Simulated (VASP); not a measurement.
# SnTe3 (P4/mmm) in VASP: single point with PBE

Aim: the single point of SnTe3 with PBE.

Program: VASP 6.6.1. These are calculated values, not measurements. Logs are shortened: lines on timing, memory, paths and dates and some standing lists are left out, and cuts for length are marked.

## (1) The cell of the first run

Symmetry: P4/mmm, No. 123, tetragonal system. Conventional cell: a = 5.471 Å, b = 5.471 Å, c = 3.877 Å, α = 90.00°, β = 90.00°, γ = 90.00°. Within 4.4 Å of Sn (site symmetry 4/mmm) lie 12 Te at 3.35 to 3.87 Å and 2 Sn at 3.88 Å. Te (site symmetry mmm) has 4 Sn at 3.35 Å and 10 Te at 3.35 to 3.88 Å within 4.4 Å. Within 4.4 Å of Te (site symmetry 4/mmm) lie 10 Te at 3.35 to 3.88 Å and 4 Sn at 3.87 Å.

## (2) Single point, PBE

Input file INCAR:

```
PREC = Accurate
ENCUT = 520
EDIFF = 1E-6
ISMEAR = 0
SIGMA = 0.1
LREAL = False
LASPH = True
NELM = 60
ALGO = Normal
ISIF = 2
LWAVE = False
LCHARG = False
GGA = PE
NBANDS = 24
```

Input file KPOINTS:

```
Automatic mesh
0
Gamma
  10 10 10
```

Input file POSCAR:

```
SnTe3
1.0
    5.4705036614      0.0000000000      0.0000000000
    0.0000000000      5.4705036614      0.0000000000
    0.0000000000      0.0000000000      3.8773346346
Sn Te
1 3
Direct
    0.0000000000      0.0000000000      0.0000000000
    0.0000000000      0.5000000000      0.5000000000
    0.5000000000      0.0000000000      0.5000000000
    0.5000000000      0.5000000000      0.0000000000
```

Potentials or basis: VASP PAW PBE potentials, release 64 (Sn_d, Te).

Started as:

```sh
> cat potpaw_PBE.64/Sn_d/POTCAR potpaw_PBE.64/Te/POTCAR > POTCAR
> mpirun -np 1 vasp_std > vasp.out
```

OUTCAR:

```text
PREC = Accurate
   ENCUT = 520
   EDIFF = 1E-6
   ISMEAR = 0
   LREAL = False
   LASPH = True
   NELM = 60
   ISIF = 2
   GGA = PE

 ion  position               nearest neighbor table
   1  0.000  0.000  0.000-   2 3.35   3 3.35   2 3.35   3 3.35   2 3.35   2 3.35   3 3.35   3 3.35

   2  0.000  0.500  0.500-   1 3.35   4 3.35   1 3.35   4 3.35   1 3.35   1 3.35   4 3.35   4 3.35

   3  0.500  0.000  0.500-   1 3.35   4 3.35   1 3.35   4 3.35   4 3.35   4 3.35   1 3.35   1 3.35

   4  0.500  0.500  0.000-   2 3.35   3 3.35   2 3.35   3 3.35   3 3.35   3 3.35   2 3.35   2 3.35

  LATTYP: Found a simple tetragonal cell.
 ALAT       =     5.4705036614
 C/A-ratio  =     0.7087710519

  Lattice vectors:

 A1 = (   5.4705036614,   0.0000000000,   0.0000000000)
 A2 = (   0.0000000000,   5.4705036614,   0.0000000000)
 A3 = (   0.0000000000,   0.0000000000,   3.8773346346)

Analysis of symmetry for initial positions (statically):
=====================================================================
 Subroutine PRICEL returns:
 Original cell was already a primitive cell.

 Routine SETGRP: Setting up the symmetry group for a
 simple tetragonal supercell.

 Subroutine GETGRP returns: Found 16 space group operations
 (whereof 16 operations were pure point group operations)
 out of a pool of 16 trial point group operations.

The static configuration has the point symmetry D_4h.

Analysis of symmetry for dynamics (positions and initial velocities):
=====================================================================
 Subroutine PRICEL returns:
 Original cell was already a primitive cell.

 Routine SETGRP: Setting up the symmetry group for a
 simple tetragonal supercell.

 Subroutine GETGRP returns: Found 16 space group operations
 (whereof 16 operations were pure point group operations)
 out of a pool of 16 trial point group operations.

The dynamic configuration has the point symmetry D_4h.

 Subroutine INISYM returns: Found 16 space group operations
 (whereof 16 operations are pure point group operations),
 and found     1 'primitive' translations

----------------------------------------------------------------------------------------

                                     Primitive cell

  volume of cell :     116.0347

  direct lattice vectors                    reciprocal lattice vectors
     5.470503661  0.000000000  0.000000000     0.182798525  0.000000000  0.000000000
     0.000000000  5.470503661  0.000000000     0.000000000  0.182798525  0.000000000
     0.000000000  0.000000000  3.877334635     0.000000000  0.000000000  0.257909129

  length of vectors
     5.470503661  5.470503661  3.877334635     0.182798525  0.182798525  0.257909129

  position of ions in fractional coordinates (direct lattice)
     0.000000000  0.000000000  0.000000000
     0.000000000  0.500000000  0.500000000
     0.500000000  0.000000000  0.500000000
     0.500000000  0.500000000  0.000000000

  ion indices of the primitive-cell ions
   primitive index   ion index
                 1           1
                 2           2
                 3           3
                 4           4

----------------------------------------------------------------------------------------

 KPOINTS: Automatic mesh

Automatic generation of k-mesh.
 Grid dimensions read from file:
 generate k-points for:   10   10   10

 Generating k-lattice:

  Cartesian coordinates                     Fractional coordinates (reciprocal lattice)
     0.018279852  0.000000000  0.000000000     0.100000000  0.000000000  0.000000000
     0.000000000  0.018279852  0.000000000     0.000000000  0.100000000  0.000000000
     0.000000000  0.000000000  0.025790913     0.000000000  0.000000000  0.100000000

  Length of vectors
     0.018279852  0.018279852  0.025790913

  Shift w.r.t. Gamma in fractional coordinates (k-lattice)
     0.000000000  0.000000000  0.000000000

 Subroutine IBZKPT returns following result:
 ===========================================

 Found    126 irreducible k-points:

 Following reciprocal coordinates:
            Coordinates               Weight
  0.000000  0.000000  0.000000      1.000000
  0.100000  0.000000  0.000000      4.000000
  0.200000  0.000000  0.000000      4.000000
  0.300000  0.000000  0.000000      4.000000
  0.400000  0.000000  0.000000      4.000000
  0.500000  0.000000  0.000000      2.000000
[... 16 lines left out ...]
  0.100000  0.000000  0.100000      8.000000
  0.200000  0.000000  0.100000      8.000000
 [... further k-points ...]
   k-points           NKPTS =    126   k-points in BZ     NKDIM =    126   number of bands    NBANDS=     24
   number of dos      NEDOS =    301   number of ions     NIONS =      4
   total plane-waves  NPLWV =  52920
   dimension x,y,z NGX =    42 NGY =   42 NGZ =   30
   dimension x,y,z NGXF=    84 NGYF=   84 NGZF=   60
   ions per type =               1   3
   NGX,Y,Z   is equivalent  to a cutoff of  12.76, 12.76, 12.86 a.u.
   NGXF,Y,Z  is equivalent  to a cutoff of  25.53, 25.53, 25.73 a.u.
 SYSTEM =  unknown system
   PREC   = accura    normal or accurate (medium, high low for compatibility)
   ISTART =      0    job   : 0-new  1-cont  2-samecut
   ICHARG =      2    charge: 1-file 2-atom 10-const
   ISPIN  =      1    spin polarized calculation?
   LNONCOLLINEAR =      F non collinear calculations
   LSORBIT =      F    spin-orbit coupling
   LASPH  =      T    aspherical Exc in radial PAW
   ENCUT  =  520.0 eV  38.22 Ry    6.18 a.u.  10.17 10.17  7.21*2*pi/ulx,y,z
   NELM   =     60;   NELMIN=  2; NELMDL= -5     # of ELM steps
   EDIFF  = 0.1E-05   stopping-criterion for ELM
   LREAL  =      F    real-space projection
   EDIFFG = 0.1E-04   stopping-criterion for IOM
   NSW    =      0    number of steps for IOM
   IBRION =     -1    ionic relax: 0-MD 1-quasi-New 2-CG
   NFREE  =      0    steps in history (QN), initial steepest desc. (CG)
   ISIF   =      2    stress and relaxation
   ISYM   =      2    0-nonsym 1-usesym 2-fastsym
   POTIM  = 0.5000    time-step for ionic-motion
   TEBEG  =    0.0;   TEEND  =   0.0 temperature during run
   PSTRESS=    0.0 pullay stress
   NELECT =      32.0000    total number of electrons
   NUPDOWN=      -1.0000    fix difference up-down
   EMIN   =  10.00;   EMAX   =-10.00  energy-range for DOS
   EFERMI =   0.00;   METHOD = LEGACY
   ISMEAR =     0;   SIGMA  =   0.10  broadening in eV -4-tet -1-fermi 0-gaus
   EFERMI_NEDOS =   21; number of points for ismear=-14 and -15
   IALGO  =     38    algorithm
   IMIX   =      4    mixing-type and parameters
     AMIX     =   0.40;   BMIX     =  1.00
     AMIX_MAG =   1.60;   BMIX_MAG =  1.00
  volume/ion in A,a.u.               =      29.01       195.76
  Fermi-wavevector in a.u.,A,eV,Ry     =   1.065603  2.013698 15.449554  1.135510
  Thomas-Fermi vector in A             =   2.201160
   LORBIT       =      0    0 simple, 1 ext, 2 COOP (PROOUT), +10 PAW based schemes
   GGA     = PE    functional components
   LHFCALC =     F    Hartree Fock is set to
   AEXX    =    0.0000 exact exchange contribution
   IVDW    =     0    specifies the selected vdW correction
   LEPSILON=     F    determine dielectric tensor
   LRPA    =     F    only Hartree local field effects (RPA)
 non-spin polarized calculation
 Gauss-broadening in eV      SIGMA  =   0.10
  energy-cutoff  :      520.00
  volume of cell :      116.03
 maximum number of plane-waves:      3192
 NGX is ok and might be reduce to    42
   NGX = 21   NGY = 21   NGZ = 15

 number of electron      31.9999982 magnetization

 Free energy of the ion-electron system (eV)
  ---------------------------------------------------
  ext. energy  EPLUGINS =         0.00000000
  ---------------------------------------------------
  free energy    TOTEN  =       -12.79799174 eV

  energy without entropy =      -12.78669162  energy(sigma->0) =      -12.79234168

 E-fermi :   7.5371     XC(G=0):  -9.9921

 val. band max:        7.5305141490   @ k =   0.5000   0.4000   0.1000
 cond. band min:       7.5382362957   @ k =   0.5000   0.4000   0.5000
 fundamental gap:      0.0077221466
 Fermi energy:         7.5371018034

 k-point     1 :       0.0000    0.0000    0.0000
  band No.  band energies     occupation
      1     -14.1868      2.00000
      2     -14.1758      2.00000
      3     -14.1709      2.00000
      4     -14.1631      2.00000
      5     -14.1631      2.00000
      6      -5.7765      2.00000
[... 16 lines left out ...]
     23      12.2969      0.00000
     24      13.2056      0.00000

 k-point     2 :       0.1000    0.0000    0.0000
  band No.  band energies     occupation
      1     -14.1868      2.00000
      2     -14.1756      2.00000
      3     -14.1710      2.00000
      4     -14.1631      2.00000
      5     -14.1631      2.00000
      6      -5.7363      2.00000
[... 16 lines left out ...]
     23      12.2381      0.00000
     24      13.3744      0.00000

 k-point     3 :       0.2000    0.0000    0.0000
  band No.  band energies     occupation
      1     -14.1867      2.00000
      2     -14.1753      2.00000
      3     -14.1711      2.00000
      4     -14.1633      2.00000
      5     -14.1631      2.00000
      6      -5.6183      2.00000
[... 16 lines left out ...]
     23      12.3034      0.00000
     24      13.6042      0.00000
[... 514 lines left out ...]
 k-point    23 :       0.1000    0.0000    0.1000
  band No.  band energies     occupation
      1     -14.1834      2.00000
      2     -14.1753      2.00000
      3     -14.1709      2.00000
      4     -14.1644      2.00000
      5     -14.1643      2.00000
      6      -5.6504      2.00000
[... 16 lines left out ...]
     23      12.0719      0.00000
     24      13.8692      0.00000

 k-point    24 :       0.2000    0.0000    0.1000
  band No.  band energies     occupation
      1     -14.1833      2.00000
      2     -14.1750      2.00000
      3     -14.1710      2.00000
      4     -14.1646      2.00000
      5     -14.1643      2.00000
      6      -5.5333      2.00000
[... 16 lines left out ...]
     23      12.0455      0.00000
     24      13.9633      0.00000

 [... further k-points ...]

------------------------ aborting loop because EDIFF is reached ----------------------------------------

  FORCE on cell =-STRESS in cart. coord.  units (eV):
  Direction    XX          YY          ZZ          XY          YZ          ZX
  --------------------------------------------------------------------------------------
  -------------------------------------------------------------------------------------
  Total       -0.0106508     -0.0106508     -0.0396757      0.0000000     -0.0000000      0.0000000
  in kB       -0.1470640     -0.1470640     -0.5478322      0.0000000     -0.0000000      0.0000000
  external PRESSURE =      -0.2806534 kB  Pullay stress =       0.0000000 kB

 VOLUME and BASIS-vectors are now :
 -----------------------------------------------------------------------------
  energy-cutoff  :      520.00
  volume of cell :      116.03
      direct lattice vectors                 reciprocal lattice vectors
     5.470503661  0.000000000  0.000000000     0.182798525  0.000000000  0.000000000
     0.000000000  5.470503661  0.000000000     0.000000000  0.182798525  0.000000000
     0.000000000  0.000000000  3.877334635     0.000000000  0.000000000  0.257909129

 POSITION                                       TOTAL-FORCE (eV/Angst)
 -----------------------------------------------------------------------------------
      0.00000      0.00000      0.00000         0.000000      0.000000      0.000000
      0.00000      2.73525      1.93867         0.000000      0.000000      0.000000
      2.73525      0.00000      1.93867         0.000000      0.000000      0.000000
      2.73525      2.73525      0.00000         0.000000      0.000000      0.000000
 -----------------------------------------------------------------------------------
    total drift:                               -0.000000     -0.000000      0.000000

  FREE ENERGIE OF THE ION-ELECTRON SYSTEM (eV)
  ---------------------------------------------------
  free  energy   TOTEN  =       -12.7979917416 eV

  energy  without entropy=      -12.7866916178  energy(sigma->0) =      -12.79234168
```

It took 2 min on 1 thread of Intel Xeon 6975P-C (Granite Rapids), shared host; peak memory 0.44 GiB.

Results:

```yaml
Free_energy: -12.7980 eV
Pressure: 0.0 GPa
Band_gap_on_the_k_mesh: zero (band 16 reaches 8.65 eV, above the bottom of band 17 at 6.21 eV)
```

Caveat: spin-orbit coupling is left out, which moves the levels of the heavy elements.
